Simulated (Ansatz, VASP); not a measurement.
# Two plane-wave programs on Cr

INCAR

```
SYSTEM = Cr
  ALGO = Fast
  EDIFF = 1E-6
  ENCUT = 520
  GGA = PS
  ISIF = 2
  ISMEAR = 0
  LASPH = .True.
  LCHARG = .True.
  LELF = .True.
  LREAL = .False.
  LVHAR = .True.
  LWAVE = .False.
  NBANDS = 12
  NELM = 60
  PREC = Accurate
  SIGMA = 0.15
```

File KPOINTS:

```
k-points
0
Gamma
  22 22 22
  0 0 0
```

The input POSCAR:

```
Cr
1.0
    0.0000000000      1.8216000000      1.8400000000
    1.8216000000      0.0000000000      1.8400000000
    1.8216000000      1.8216000000      0.0000000000
Cr
1
Direct
    0.0000000000      0.0000000000      0.0000000000
```

Input for Ansatz:

```yaml
crystal:
  lattice:
    - [0.0, 1.8216, 1.84]
    - [1.8216, 0.0, 1.84]
    - [1.8216, 1.8216, 0.0]
  atoms:
    - { symbol: Cr, position: [0.0, 0.0, 0.0] }
basis:
  ecutwfc: 420
kpoints:
  mp_grid: { grid: [22, 22, 22] }
hamiltonian:
  xc: pbesol
scf:
  occupations: { method: gaussian, width: 0.15 }
output:
  forces: true
  stress: true
  eigenvalues: true
```

Change from the starting cell: strain -0.0100 x Voigt [1, 1, 0, 0, 0, 0], atoms carried along.

Alike in both runs: task single point; functional PBEsol; k mesh 22 × 22 × 22; occupations gaussian, width 0.15 eV; no spin polarisation.

|  | VASP | Ansatz |
| --- | --- | --- |
| version | VASP 6.6.1 | Ansatz 0.2.0 |
| potentials or method | VASP PAW PBE potentials, release 64 (Cr_pv), cutoff 520 eV | scalar-relativistic, plane waves, PAW |
| valence electrons in the cell | 12 | 14 |

```tsv
	VASP	Ansatz	Ansatz less VASP
gap on the k mesh at the Fermi level (eV)	none	none	-
pressure (GPa)	-14.9	-14.4	+0.44
traceless stress, the component that is largest in VASP (GPa)	1.96	1.98	+0.020
```

VASP's potentials were made for PBE, not for PBEsol. A gap of «none» marks a metal or a gap that the smearing closes. The functional is the same, so the differences come from potentials, cutoffs and numerics. VASP's potentials hold 12 valence electrons a cell and Ansatz's 14, so a difference there can come from the potentials and not from the codes.
